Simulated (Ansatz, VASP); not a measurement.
MoSe in VASP and in Ansatz

File INCAR:

```
SYSTEM = MoSe
PREC     = Accurate       ! precision mode
ENCUT    = 520            ! plane-wave cutoff, eV
EDIFF    = 1E-7           ! SCF threshold, eV
ISMEAR   = 0              ! smearing method
SIGMA    = 0.05           ! smearing width, eV
LREAL    = .False.        ! projectors in reciprocal space
LASPH    = .True.         ! aspherical terms in the spheres
NELM     = 150            ! most SCF steps
ALGO     = Normal         ! electronic algorithm
ISIF     = 2              ! what is computed and relaxed
LWAVE    = .False.        ! write WAVECAR
LCHARG   = .False.        ! write CHGCAR
ISPIN    = 2              ! spin polarisation
MAGMOM   = 0.91 0         ! initial moments
LORBIT   = 11             ! projections on sites
LMAXMIX  = 4              ! l up to which the mixer works
GGA      = PE             ! functional
NBANDS   = 21             ! bands
```

Contents of KPOINTS:

```
Automatic mesh
0
Gamma
  10 10 10
  0 0 0
```

The input POSCAR:

```
MoSe
1.0
    0.0055870134      2.8282485512      2.9301991099
    2.8154694982      0.0458584109      2.8899277124
    2.8019716388      2.7744792943      0.0593562703
Mo Se
1 1
Direct
   -0.0023392907      0.0028973864      0.0080601587
    0.2523392907      0.2471026136      0.2419398413
```

Input for Ansatz:

```yaml
crystal:
  lattice:
    - [0.0055870134, 2.8282485512, 2.9301991099]
    - [2.8154694982, 0.0458584109, 2.8899277124]
    - [2.8019716388, 2.7744792943, 0.0593562703]
  atoms:
    - { symbol: Mo, position: [-0.0023392907, 0.0028973864, 0.0080601587], spin: 0.91 }
    - { symbol: Se, position: [0.2523392907, 0.2471026136, 0.2419398413] }
basis:
  ecutwfc: 420
  ecutrho_ratio: 4
kpoints:
  mp_grid: { grid: [10, 10, 10] }
hamiltonian:
  xc: pbe
scf:
  occupations: { method: gaussian, width: 0.05 }
output:
  forces: true
  stress: true
  eigenvalues: true
  populations: true
magnetization:
  spin_polarized: true
```

Change from the starting cell: all atoms moved at random (sigma 0.03 Å), cell strained at random (1 %).

Alike in both runs: task single point; functional PBE; k mesh 10 × 10 × 10; occupations gaussian, width 0.05 eV; collinear spin.

```csv
,VASP,Ansatz
version,VASP 6.6.1,Ansatz 0.2.0
potentials or method,"VASP PAW PBE potentials, release 64 (Mo_sv, Se), cutoff 520 eV","scalar-relativistic, plane waves, PAW"
valence electrons in the cell,20,30
```

```csv
,VASP,Ansatz,Ansatz less VASP
gap on the k mesh at the Fermi level (eV),none,none,-
pressure (GPa),1.9,1.7,-0.18
"traceless stress, the component that is largest in VASP (GPa)",1.43,1.43,-0.006
rms of the force components (eV/Å),0.140,0.140,-0.0002
net moment per atom (μB),0.54,0.54,+0.002
size of the moment on the site where the two differ most (μB),0.96,0.75,-0.212
```

Site moments also hang on the region over which each program counts them. Atom by atom the forces differ by 0.001 eV/Å (rms over components). A gap of «none» marks a metal or a gap that the smearing closes. With one functional, cell and mesh, what is left measures potentials, basis and numerics. VASP's potentials hold 20 valence electrons a cell and Ansatz's 30, so a difference there can come from the potentials and not from the codes.
